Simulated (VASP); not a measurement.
# CaSe (Fm-3m) in VASP: elastic constants with PBEsol

Aim: the elastic constants of CaSe with PBEsol.

Program: VASP 6.6.1. These are calculated values, not measurements. Logs are shortened: lines on timing, memory, paths and dates and some standing lists are left out, and cuts for length are marked.

## (1) The cell of the first run

It takes space group Fm-3m (No. 225, cubic). The conventional cell has a = 5.869 Å, b = 5.869 Å, c = 5.869 Å, α = 90.00°, β = 90.00°, γ = 90.00°. Within 3.9 Å of Ca (site symmetry m-3m) lie 6 Se at 2.93 Å. Within 3.9 Å of Se (site symmetry m-3m) lie 6 Ca at 2.93 Å.

## (2) Elastic constants, PBEsol

Contents of INCAR:

```
PREC     = Accurate       # precision mode
ENCUT    = 600            # plane-wave cutoff, eV
EDIFF    = 1E-8           # SCF threshold, eV
ISMEAR   = 0              # smearing method
SIGMA    = 0.01           # smearing width, eV
LREAL    = False          # projectors in reciprocal space
LASPH    = True           # aspherical terms in the spheres
NELM     = 100            # most SCF steps
ALGO     = Normal         # electronic algorithm
ISIF     = 3              # what is computed and relaxed
LWAVE    = False          # write WAVECAR
LCHARG   = False          # write CHGCAR
GGA      = PS             # functional
NBANDS   = 15             # bands
IBRION   = 6              # ionic algorithm
NFREE    = 2            
POTIM    = 0.015          # step
NSW      = 1              # ionic steps
```

Contents of KPOINTS:

```
regular mesh
0
Gamma
  8 8 8
```

Contents of POSCAR:

```
CaSe
1.0
    2.9344505834      2.9344505834      0.0000000000
   -2.9344505834      2.9344505834      0.0000000000
    0.0000000000      2.9344505834      2.9344505834
Ca Se
1 1
Direct
    0.0000000000      0.0000000000      0.0000000000
    0.5000000000      0.5000000000      0.0000000000
```

Potentials or basis: VASP PAW PBE potentials, release 64 (Ca_sv, Se).

On the command line:

```
$ cat potpaw_PBE.64/Ca_sv/POTCAR potpaw_PBE.64/Se/POTCAR > POTCAR
$ mpirun -np 1 vasp_std > vasp.out
```

OUTCAR:

```text
PREC = Accurate
   ENCUT = 600
   EDIFF = 1E-8
   ISMEAR = 0
   LREAL = False
   LASPH = True
   NELM = 100
   ISIF = 3
   GGA = PS
   IBRION = 6
   NFREE = 2
   POTIM = 0.015
   NSW = 1

 ion  position               nearest neighbor table
   1  0.000  0.000  0.000-   2 2.93   2 2.93   2 2.93   2 2.93   2 2.93   2 2.93
   2  0.500  0.500  0.000-   1 2.93   1 2.93   1 2.93   1 2.93   1 2.93   1 2.93

  LATTYP: Found a face centered cubic cell.
 ALAT       =     5.8689011668

  Lattice vectors:

 A1 = (   0.0000000000,   2.9344505834,   2.9344505834)
 A2 = (   2.9344505834,   0.0000000000,   2.9344505834)
 A3 = (   2.9344505834,   2.9344505834,   0.0000000000)

Analysis of symmetry for initial positions (statically):
=====================================================================
 Subroutine PRICEL returns:
 Original cell was already a primitive cell.

 Routine SETGRP: Setting up the symmetry group for a
 face centered cubic supercell.

 Subroutine GETGRP returns: Found 48 space group operations
 (whereof 48 operations were pure point group operations)
 out of a pool of 48 trial point group operations.

The static configuration has the point symmetry O_h .

Analysis of symmetry for dynamics (positions and initial velocities):
=====================================================================
 Subroutine PRICEL returns:
 Original cell was already a primitive cell.

 Routine SETGRP: Setting up the symmetry group for a
 face centered cubic supercell.

 Subroutine GETGRP returns: Found 48 space group operations
 (whereof 48 operations were pure point group operations)
 out of a pool of 48 trial point group operations.

The dynamic configuration has the point symmetry O_h .

 Subroutine INISYM returns: Found 48 space group operations
 (whereof 48 operations are pure point group operations),
 and found     1 'primitive' translations

----------------------------------------------------------------------------------------

                                     Primitive cell

  volume of cell :      50.5371

  direct lattice vectors                    reciprocal lattice vectors
     2.934450583  2.934450583  0.000000000     0.170389647  0.170389647 -0.170389647
    -2.934450583  2.934450583  0.000000000    -0.170389647  0.170389647 -0.170389647
     0.000000000  2.934450583  2.934450583     0.000000000  0.000000000  0.340779295

  length of vectors
     4.149939813  4.149939813  4.149939813     0.295123526  0.295123526  0.340779295

  position of ions in fractional coordinates (direct lattice)
     0.000000000  0.000000000  0.000000000
     0.500000000  0.500000000  0.000000000

  ion indices of the primitive-cell ions
   primitive index   ion index
                 1           1
                 2           2

----------------------------------------------------------------------------------------

 KPOINTS: regular mesh

Automatic generation of k-mesh.
 Grid dimensions read from file:
 generate k-points for:    8    8    8

 Generating k-lattice:

  Cartesian coordinates                     Fractional coordinates (reciprocal lattice)
     0.021298706  0.021298706 -0.021298706     0.125000000  0.000000000  0.000000000
    -0.021298706  0.021298706 -0.021298706     0.000000000  0.125000000  0.000000000
[... 115 lines left out ...]
  -------------------------------------------------------------------------------------
  Total        0.0674899      0.0674899      0.0674899     -0.0000000     -0.0000000      0.0000000
  in kB        2.1396319      2.1396319      2.1396319     -0.0000000     -0.0000000      0.0000000
  external PRESSURE =       2.1396319 kB  Pullay stress =       0.0000000 kB
[... 89 lines left out ...]
  FREE ENERGIE OF THE ION-ELECTRON SYSTEM (eV)
  ---------------------------------------------------
  free  energy   TOTEN  =       -10.0689220275 eV

  energy  without entropy=      -10.0689220275  energy(sigma->0) =      -10.06892203

[... ionic steps 4 to 14 ...]

--------------------------------------- Ionic step       15  -------------------------------------------

 number of electron      16.0000000 magnetization

------------------------ aborting loop because EDIFF is reached ----------------------------------------
[... 67 lines left out ...]
--------------------------------------- Ionic step       17  -------------------------------------------

 number of electron      16.0000000 magnetization

 Free energy of the ion-electron system (eV)
  ---------------------------------------------------
  ext. energy  EPLUGINS =         0.00000000
  ---------------------------------------------------
  free energy    TOTEN  =       -10.07410633 eV

  energy without entropy =      -10.07410633  energy(sigma->0) =      -10.07410633

 E-fermi :   2.6436     XC(G=0):  -9.4278

 val. band max:        2.5075926564   @ k =   0.0000   0.0000   0.0000
 cond. band min:       4.3745202805   @ k =   0.5000   0.5000   0.0000
 fundamental gap:      1.8669276240
 Fermi energy:         2.6435656566

 k-point     1 :       0.0000    0.0000    0.0000
  band No.  band energies     occupation
      1     -36.9623      2.00000
      2     -18.0420      2.00000
      3     -18.0419      2.00000
      4     -18.0419      2.00000
      5      -9.4008      2.00000
      6       2.5074      2.00000
      7       2.5076      2.00000
      8       2.5076      2.00000
      9       5.8176      0.00000
     10       6.1445      0.00000
     11       6.1450      0.00000
     12       6.1450      0.00000
     13       6.7700      0.00000
     14       6.7710      0.00000
[... 401 lines left out ...]
      2     -18.1503      2.00000
      3     -18.0799      2.00000
      4     -18.0613      2.00000
      5      -8.6657      2.00000
      6      -0.4483      2.00000
      7       0.7982      2.00000
      8       1.2071      2.00000
      9       6.9396      0.00000
     10       7.2425      0.00000
     11       8.2794      0.00000
     12       8.5687      0.00000
     13       8.9273      0.00000
     14       9.7878      0.00000
     15      11.2545      0.00000

 [... further k-points ...]

------------------------ aborting loop because EDIFF is reached ----------------------------------------

  FORCE on cell =-STRESS in cart. coord.  units (eV):
  Direction    XX          YY          ZZ          XY          YZ          ZX
  --------------------------------------------------------------------------------------
  -------------------------------------------------------------------------------------
  Total        0.0720929      0.0669731      0.0669731      0.0000000      0.0000000      0.0000000
  in kB        2.2855592      2.1232459      2.1232459      0.0000000      0.0000000      0.0000000
  external PRESSURE =       2.1773504 kB  Pullay stress =       0.0000000 kB
[... 17 lines left out ...]
  FREE ENERGIE OF THE ION-ELECTRON SYSTEM (eV)
  ---------------------------------------------------
  free  energy   TOTEN  =       -10.0741063336 eV

  energy  without entropy=      -10.0741063336  energy(sigma->0) =      -10.07410633

 INTERNAL STRAIN TENSORS FROM STRAINED CELLS
 ============================================

 INTERNAL STRAIN TENSOR FOR ION    1 for displacements in x,y,z  (eV/Angst):
          X           Y           Z          XY          YZ          ZX
  --------------------------------------------------------------------------------
  x    -0.00000    -0.00000    -0.00000     0.00000     0.00000    -0.00000
  y    -0.00000    -0.00000     0.00000    -0.00000    -0.00000     0.00000
  z     0.00000     0.00000     0.00000     0.00000    -0.00000     0.00000

 INTERNAL STRAIN TENSORS FROM DISPLACED ATOMS
 ============================================

 INTERNAL STRAIN TENSOR FOR ION    1 for displacements in x,y,z  (eV/Angst):
          X           Y           Z          XY          YZ          ZX
  --------------------------------------------------------------------------------
  x     0.00000     0.00000     0.00000     0.00000     0.00000     0.00000
  y     0.00000     0.00000     0.00000     0.00000     0.00000     0.00000
  z     0.00000     0.00000     0.00000     0.00000     0.00000     0.00000

 INTERNAL STRAIN TENSOR FOR ION    2 for displacements in x,y,z  (eV/Angst):
          X           Y           Z          XY          YZ          ZX
  --------------------------------------------------------------------------------
  x     0.00000     0.00000     0.00000     0.00000     0.00000     0.00000
  y     0.00000     0.00000     0.00000     0.00000     0.00000     0.00000
  z     0.00000     0.00000     0.00000     0.00000     0.00000     0.00000

 Eigenvectors and eigenvalues of the dynamical matrix
 ----------------------------------------------------

   1 f  =    5.495833 THz    34.531337 2PiTHz  183.321255 cm-1    22.728929 meV
             X         Y         Z           dx          dy          dz
      0.000000  0.000000  0.000000     0.000002    0.814446    0.000000
      0.000000  2.934451  0.000000    -0.000001   -0.580239    0.000000
[... 21 lines left out ...]
   6 f/i=    0.000030 THz     0.000187 2PiTHz    0.000994 cm-1     0.000123 meV
             X         Y         Z           dx          dy          dz
      0.000000  0.000000  0.000000    -0.000000    0.000000   -0.580239
      0.000000  2.934451  0.000000     0.000000    0.000000   -0.814446

--------------------------------------------------------------------------------------------------------

 ELASTIC MODULI CONTR FROM IONIC RELAXATION (kBar)
 Direction    XX          YY          ZZ          XY          YZ          ZX
 --------------------------------------------------------------------------------
 XX           0.0000      0.0000      0.0000      0.0000      0.0000      0.0000
 YY           0.0000      0.0000      0.0000      0.0000      0.0000      0.0000
 ZZ           0.0000      0.0000      0.0000      0.0000      0.0000      0.0000
 XY           0.0000      0.0000      0.0000      0.0000      0.0000      0.0000
 YZ           0.0000      0.0000      0.0000      0.0000      0.0000      0.0000
 ZX           0.0000      0.0000      0.0000      0.0000      0.0000      0.0000
 --------------------------------------------------------------------------------

 TOTAL ELASTIC MODULI (kBar)
 Direction    XX          YY          ZZ          XY          YZ          ZX
 --------------------------------------------------------------------------------
 XX        1205.2056    188.9071    188.9071      0.0000     -0.0000     -0.0000
 YY         188.9071   1205.2056    188.9071      0.0000      0.0000     -0.0000
 ZZ         188.9071    188.9071   1205.2056     -0.0000     -0.0000      0.0000
 XY           0.0000      0.0000     -0.0000    272.2552      0.0000      0.0000
 YZ          -0.0000      0.0000     -0.0000      0.0000    272.2552      0.0000
 ZX          -0.0000     -0.0000      0.0000      0.0000      0.0000    272.2552
 --------------------------------------------------------------------------------
```

It took 16 min on 1 thread of Intel Xeon Platinum 8259CL at 2.50GHz (Skylake/Cascade Lake), shared host; peak memory 0.38 GiB.

What came out:

| Item | Value |
| --- | --- |
| Elastic constants C11, C12, C44 | 121, 19, 27 GPa |
| Voigt bulk modulus | 53 GPa |
| Highest phonon frequency at Γ, LO-TO splitting left out | 183 cm⁻¹ |

Phonon frequencies in cm⁻¹ (negative: imaginary):
| q point | frequencies |
| --- | --- |
| (0.000, 0.000, 0.000) | 0 0 0 183 183 183 |

Elastic tensor in Voigt notation (GPa, in the Cartesian axes of the cell as first typed):
```
121  19  19   0   0   0
 19 121  19   0   0   0
 19  19 121   0   0   0
  0   0   0  27   0   0
  0   0   0   0  27   0
  0   0   0   0   0  27
```

Clamped-ion elastic tensor (GPa):
```
121  19  19   0   0   0
 19 121  19   0   0   0
 19  19 121   0   0   0
  0   0   0  27   0   0
  0   0   0   0  27   0
  0   0   0   0   0  27
```

Caveat: the PAW data sets were made with another functional, which shifts forces and pressure a little.
